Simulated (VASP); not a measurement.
# AlN (Pmn2_1) in VASP: notebook

The runs below take AlN through single point, with r2SCAN.

Everything below comes from runs of VASP 6.6.1. Logs are shortened: lines on timing, memory, paths and dates and some standing lists are left out, and cuts for length are marked.

### Step 1. The cell of the first run

Symmetry: Pmn2_1, No. 31, orthorhombic system. Conventional cell: a = 3.090 Å, b = 13.770 Å, c = 4.370 Å, α = 90.00°, β = 90.00°, γ = 90.00°. Within 2.5 Å of Al (site symmetry m) lie 4 N at 1.89 Å. Within 2.5 Å of Al (site symmetry m) lie 4 N at 1.89 Å. Al (site symmetry m) has 3 N at 1.89 Å within 2.5 Å. Within 2.5 Å of N (site symmetry m) lie 4 Al at 1.89 Å. Within 2.5 Å of N (site symmetry m) lie 4 Al at 1.89 Å. Within 2.5 Å of N (site symmetry m) lie 3 Al at 1.89 Å.

### Step 2. Single point, r2SCAN (the distance across one plane changed)

The input, POSCAR:

```
AlN
1.0
    4.3698012523      0.0000000000      0.0000000000
    0.0000000000      2.1849006262     -2.1849006262
    0.0000000000      9.7366823938      9.7366823938
Al N
6 6
Direct
    0.0000000000      0.0000000000      0.1682879402
    0.5000000000      0.5000000000      0.2804873803
    0.0000000000      0.0000000000      0.3926868204
    0.5000000000      0.5000000000      0.5048862605
    0.0000000000      0.0000000000      0.6170857006
    0.5000000000      0.5000000000      0.0560885001
    0.7500000000      0.0000000000      0.2804873803
    0.2500000000      0.5000000000      0.3926868204
    0.7500000000      0.0000000000      0.5048862605
    0.2500000000      0.5000000000      0.6170857006
    0.7500000000      0.0000000000      0.0560885001
    0.2500000000      0.5000000000      0.1682879402
```

The input, INCAR.step1:

```
PREC = Accurate
ENCUT = 520
ISMEAR = 0
SIGMA = 0.05
LREAL = F
LASPH = T
NELM = 80
NBANDS = 36
GGA = PE
ALGO = Normal
EDIFF = 1E-4
LWAVE = T
LCHARG = F
```

The input, INCAR.step2:

```
PREC = Accurate
ENCUT = 520
EDIFF = 1E-6
ISMEAR = 0
SIGMA = 0.05
LREAL = F
LASPH = T
NELM = 80
ALGO = Normal
ISIF = 2
LWAVE = F
LCHARG = F
METAGGA = R2SCAN
LMIXTAU = T
NBANDS = 36
ISTART = 1
```

The input, KPOINTS:

```
regular mesh
0
Gamma
  5 7 3
```

Potentials or basis: VASP PAW PBE potentials, release 64 (Al, N).

The run is started by

```bash
$ cat potpaw_PBE.64/Al/POTCAR potpaw_PBE.64/N/POTCAR > POTCAR
$ cp INCAR.step1 INCAR
$ mpirun -np 1 vasp_std > vasp.out
$ cp INCAR.step2 INCAR
$ mpirun -np 1 vasp_std > vasp.out
```

OUTCAR:

```text
PREC = Accurate
   ENCUT = 520
   EDIFF = 1E-6
   ISMEAR = 0
   LREAL = F
   LASPH = T
   NELM = 80
   ISIF = 2
   METAGGA = R2SCAN
   ISTART = 1

 ion  position               nearest neighbor table
   1  0.000  0.000  0.168-   7 1.89  11 1.89  12 1.89  12 1.89   3 3.09   2 3.09   2 3.09   6 3.09
                             6 3.09   2 3.09   6 3.09   2 3.09   6 3.09
   2  0.500  0.500  0.280-   8 1.89  12 1.89   7 1.89   7 1.89   4 3.09   6 3.09   1 3.09   1 3.09
                             3 3.09   3 3.09   1 3.09   3 3.09   1 3.09   3 3.09
   3  0.000  0.000  0.393-   7 1.89   9 1.89   8 1.89   8 1.89   1 3.09   5 3.09   4 3.09   2 3.09
                             4 3.09   2 3.09   2 3.09   4 3.09   2 3.09   4 3.09
   4  0.500  0.500  0.505-   8 1.89  10 1.89   9 1.89   9 1.89   2 3.09   3 3.09   3 3.09   5 3.09
                             5 3.09   3 3.09   5 3.09   3 3.09   5 3.09
   5  0.000  0.000  0.617-   9 1.89  10 1.89  10 1.89   3 3.09   4 3.09   4 3.09   4 3.09   4 3.09

   6  0.500  0.500  0.056-  12 1.89  11 1.89  11 1.89   2 3.09   1 3.09   1 3.09   1 3.09   1 3.09

   7  0.750  0.000  0.280-   1 1.89   3 1.89   2 1.89   2 1.89
   8  0.250  0.500  0.393-   2 1.89   4 1.89   3 1.89   3 1.89
   9  0.750  0.000  0.505-   3 1.89   5 1.89   4 1.89   4 1.89
  10  0.250  0.500  0.617-   4 1.89   5 1.89   5 1.89
  11  0.750  0.000  0.056-   1 1.89   6 1.89   6 1.89
  12  0.250  0.500  0.168-   2 1.89   6 1.89   1 1.89   1 1.89

  LATTYP: Found a simple orthorhombic cell.
 ALAT       =     3.0899160980
 B/A-ratio  =     1.4142135623
 C/A-ratio  =     4.4563502235

  Lattice vectors:

 A1 = (   0.0000000000,  -2.1849006262,   2.1849006262)
 A2 = (   4.3698012523,   0.0000000000,   0.0000000000)
 A3 = (   0.0000000000,   9.7366823938,   9.7366823938)

Analysis of symmetry for initial positions (statically):
=====================================================================
 Subroutine PRICEL returns:
 Original cell was already a primitive cell.

 Routine SETGRP: Setting up the symmetry group for a
 simple orthorhombic supercell.

 Subroutine GETGRP returns: Found  4 space group operations
 (whereof  2 operations were pure point group operations)
 out of a pool of  8 trial point group operations.

The static configuration has the point symmetry C_1h.
 The point group associated with its full space group is C_2v.

Analysis of symmetry for dynamics (positions and initial velocities):
=====================================================================
 Subroutine PRICEL returns:
 Original cell was already a primitive cell.

 Routine SETGRP: Setting up the symmetry group for a
 simple orthorhombic supercell.

 Subroutine GETGRP returns: Found  4 space group operations
 (whereof  2 operations were pure point group operations)
 out of a pool of  8 trial point group operations.

The dynamic configuration has the point symmetry C_1h.
 The point group associated with its full space group is C_2v.

 Subroutine INISYM returns: Found  4 space group operations
 (whereof  2 operations are pure point group operations),
 and found     1 'primitive' translations

----------------------------------------------------------------------------------------

                                     Primitive cell

  volume of cell :     185.9235

  direct lattice vectors                    reciprocal lattice vectors
     4.369801252  0.000000000  0.000000000     0.228843360  0.000000000  0.000000000
     0.000000000  2.184900626 -2.184900626     0.000000000  0.228843360 -0.228843360
     0.000000000  9.736682394  9.736682394     0.000000000  0.051352194  0.051352194

  length of vectors
     4.369801252  3.089916098 13.769748294     0.228843360  0.323633383  0.072622969

  position of ions in fractional coordinates (direct lattice)
     0.000000000  0.000000000  0.168287940
     0.500000000  0.500000000  0.280487380
     0.000000000  0.000000000  0.392686820
     0.500000000  0.500000000  0.504886261
     0.000000000  0.000000000  0.617085701
     0.500000000  0.500000000  0.056088500
     0.750000000  0.000000000  0.280487380
     0.250000000  0.500000000  0.392686820
     0.750000000  0.000000000  0.504886261
     0.250000000  0.500000000  0.617085701
     0.750000000  0.000000000  0.056088500
     0.250000000  0.500000000  0.168287940

  ion indices of the primitive-cell ions
   primitive index   ion index
                 1           1
                 2           2
                 3           3
                 4           4
                 5           5
                 6           6
                 7           7
                 8           8
                 9           9
                10          10
                11          11
                12          12

----------------------------------------------------------------------------------------

 KPOINTS: regular mesh

Automatic generation of k-mesh.
 Grid dimensions read from file:
 generate k-points for:    5    7    3

 Generating k-lattice:

  Cartesian coordinates                     Fractional coordinates (reciprocal lattice)
     0.045768672  0.000000000  0.000000000     0.200000000  0.000000000  0.000000000
     0.000000000  0.032691909 -0.032691909     0.000000000  0.142857143  0.000000000
     0.000000000  0.017117398  0.017117398     0.000000000  0.000000000  0.333333333

  Length of vectors
     0.045768672  0.046233340  0.024207656

  Shift w.r.t. Gamma in fractional coordinates (k-lattice)
     0.000000000  0.000000000  0.000000000

 Subroutine IBZKPT returns following result:
 ===========================================

 Found     24 irreducible k-points:

 Following reciprocal coordinates:
            Coordinates               Weight
  0.000000  0.000000  0.000000      1.000000
  0.200000  0.000000  0.000000      2.000000
  0.400000  0.000000  0.000000      2.000000
  0.000000  0.142857  0.000000      2.000000
  0.200000  0.142857  0.000000      4.000000
  0.400000  0.142857  0.000000      4.000000
[... 16 lines left out ...]
  0.200000  0.428571  0.333333      8.000000
  0.400000  0.428571  0.333333      8.000000
   k-points           NKPTS =     24   k-points in BZ     NKDIM =     24   number of bands    NBANDS=     36
   number of dos      NEDOS =    301   number of ions     NIONS =     12
   total plane-waves  NPLWV =  82944
   dimension x,y,z NGX =    32 NGY =   24 NGZ =  108
   dimension x,y,z NGXF=    64 NGYF=   48 NGZF=  216
   ions per type =               6   6
   NGX,Y,Z   is equivalent  to a cutoff of  12.17, 12.91, 13.04 a.u.
   NGXF,Y,Z  is equivalent  to a cutoff of  24.35, 25.83, 26.08 a.u.
 SYSTEM =  unknown system
   PREC   = accura    normal or accurate (medium, high low for compatibility)
   ISTART =      1    job   : 0-new  1-cont  2-samecut
   ICHARG =      0    charge: 1-file 2-atom 10-const
   ISPIN  =      1    spin polarized calculation?
   LNONCOLLINEAR =      F non collinear calculations
   LSORBIT =      F    spin-orbit coupling
   LASPH  =      T    aspherical Exc in radial PAW
   ENCUT  =  520.0 eV  38.22 Ry    6.18 a.u.   8.12  5.75 25.60*2*pi/ulx,y,z
   NELM   =     80;   NELMIN=  2; NELMDL=  0     # of ELM steps
   EDIFF  = 0.1E-05   stopping-criterion for ELM
   LREAL  =      F    real-space projection
   EDIFFG = 0.1E-04   stopping-criterion for IOM
   NSW    =      0    number of steps for IOM
   IBRION =     -1    ionic relax: 0-MD 1-quasi-New 2-CG
   NFREE  =      0    steps in history (QN), initial steepest desc. (CG)
   ISIF   =      2    stress and relaxation
   ISYM   =      2    0-nonsym 1-usesym 2-fastsym
   POTIM  = 0.5000    time-step for ionic-motion
   TEBEG  =    0.0;   TEEND  =   0.0 temperature during run
   PSTRESS=    0.0 pullay stress
   NELECT =      48.0000    total number of electrons
   NUPDOWN=      -1.0000    fix difference up-down
   EMIN   =  10.00;   EMAX   =-10.00  energy-range for DOS
   EFERMI =   0.00;   METHOD = LEGACY
   ISMEAR =     0;   SIGMA  =   0.05  broadening in eV -4-tet -1-fermi 0-gaus
   EFERMI_NEDOS =   21; number of points for ismear=-14 and -15
   IALGO  =     38    algorithm
   IMIX   =      4    mixing-type and parameters
     AMIX     =   0.40;   BMIX     =  1.00
     AMIX_MAG =   1.60;   BMIX_MAG =  1.00
  volume/ion in A,a.u.               =      15.49       104.56
  Fermi-wavevector in a.u.,A,eV,Ry     =   1.042423  1.969893 14.784699  1.086645
  Thomas-Fermi vector in A             =   2.177087
   LORBIT       =      0    0 simple, 1 ext, 2 COOP (PROOUT), +10 PAW based schemes
   METAGGA = R2SCAN    functional components
   LHFCALC =     F    Hartree Fock is set to
   AEXX    =    0.0000 exact exchange contribution
   IVDW    =     0    specifies the selected vdW correction
   LEPSILON=     F    determine dielectric tensor
   LRPA    =     F    only Hartree local field effects (RPA)
 non-spin polarized calculation
 Gauss-broadening in eV      SIGMA  =   0.05
  energy-cutoff  :      520.00
  volume of cell :      185.92
 maximum number of plane-waves:      5032
   NGX = 17   NGY = 11   NGZ = 51

 number of electron      48.0000008 magnetization

 Free energy of the ion-electron system (eV)
  ---------------------------------------------------
  ext. energy  EPLUGINS =         0.00000000
  ---------------------------------------------------
  free energy    TOTEN  =      -109.78865018 eV

  energy without entropy =     -109.78865018  energy(sigma->0) =     -109.78865018

 E-fermi :   2.8898     XC(G=0):  -8.7833

 val. band max:        2.6297168159   @ k =   0.2000   0.4286   0.0000
 cond. band min:       4.3870773131   @ k =   0.0000   0.0000   0.0000
 fundamental gap:      1.7573604972
 Fermi energy:         2.8898452065

 k-point     1 :       0.0000    0.0000    0.0000
  band No.  band energies     occupation
      1     -13.5675      2.00000
      2     -12.9025      2.00000
      3     -11.9700      2.00000
      4     -11.2660      2.00000
      5     -10.7215      2.00000
      6     -10.6876      2.00000
[... 28 lines left out ...]
     35      12.2242      0.00000
     36      12.6473      0.00000
[... 866 lines left out ...]
      6     -10.2867      2.00000
[... 28 lines left out ...]
     35      11.8386      0.00000
     36      12.2155      0.00000

------------------------ aborting loop because EDIFF is reached ----------------------------------------

  FORCE on cell =-STRESS in cart. coord.  units (eV):
  Direction    XX          YY          ZZ          XY          YZ          ZX
  --------------------------------------------------------------------------------------
  -------------------------------------------------------------------------------------
  Total       -8.0769013     -3.6258501     -3.6258501      0.0000000     -0.0819091      0.0000000
  in kB      -69.6018825    -31.2453976    -31.2453976      0.0000000     -0.7058433      0.0000000
  external PRESSURE =     -44.0308926 kB  Pullay stress =       0.0000000 kB

 VOLUME and BASIS-vectors are now :
 -----------------------------------------------------------------------------
  energy-cutoff  :      520.00
  volume of cell :      185.92
      direct lattice vectors                 reciprocal lattice vectors
     4.369801252  0.000000000  0.000000000     0.228843360  0.000000000  0.000000000
     0.000000000  2.184900626 -2.184900626     0.000000000  0.228843360 -0.228843360
     0.000000000  9.736682394  9.736682394     0.000000000  0.051352194  0.051352194

 POSITION                                       TOTAL-FORCE (eV/Angst)
 -----------------------------------------------------------------------------------
      0.00000      1.63857      1.63857        -0.500401     -0.535306     -0.535306
      2.18490      3.82347      1.63857         0.200078     -0.004863     -0.004863
      0.00000      3.82347      3.82347         0.200078      0.004863      0.004863
      2.18490      6.00837      3.82347        -0.500401      0.535306      0.535306
      0.00000      6.00837      6.00837         2.766040     -1.277345     -1.277345
      2.18490      1.63857     -0.54633         2.766040      1.277345      1.277345
      3.27735      2.73102      2.73102        -0.003136      0.213058      0.213058
      1.09245      4.91592      2.73102        -0.003136     -0.213058     -0.213058
      3.27735      4.91592      4.91592        -0.457785      0.395904      0.395904
      1.09245      7.10082      4.91592        -2.004796      0.453150      0.453150
      3.27735      0.54612      0.54612        -2.004796     -0.453150     -0.453150
      1.09245      2.73102      0.54612        -0.457785     -0.395904     -0.395904
 -----------------------------------------------------------------------------------
    total drift:                               -0.000578      0.000067      0.000067

  FREE ENERGIE OF THE ION-ELECTRON SYSTEM (eV)
  ---------------------------------------------------
  free  energy   TOTEN  =      -109.7886501815 eV

  energy  without entropy=     -109.7886501815  energy(sigma->0) =     -109.78865018
```

Wall time 7.5 min (1 thread of Intel Xeon 8259CL, shared host); peak memory 0.36 GiB.

What came out:

```
Free energy            : -109.7887 eV
Pressure               : -4.4 GPa
Largest force          : 3.304 eV/Å
Band gap on the k mesh : 1.76 eV (least direct gap 2.04 eV)
```

Forces in eV/Å, atoms in the order of the input:
```
Al  -0.500 -0.535 -0.535
Al   0.200 -0.005 -0.005
Al   0.200  0.005  0.005
Al  -0.500  0.535  0.535
Al   2.766 -1.277 -1.277
Al   2.766  1.277  1.277
N   -0.003  0.213  0.213
N   -0.003 -0.213 -0.213
N   -0.458  0.396  0.396
N   -2.005  0.453  0.453
N   -2.005 -0.453 -0.453
N   -0.458 -0.396 -0.396
```

Stress tensor (GPa, compression positive):
```
-6.96  0.00  0.00
 0.00 -3.12 -0.07
 0.00 -0.07 -3.12
```

Caveat: the cell differs from its parent crystal (the distance across one plane changed); the cell stands under tension; the PAW data sets were made with another functional, which shifts forces and pressure a little.

(Continued in part 2 of 2.)
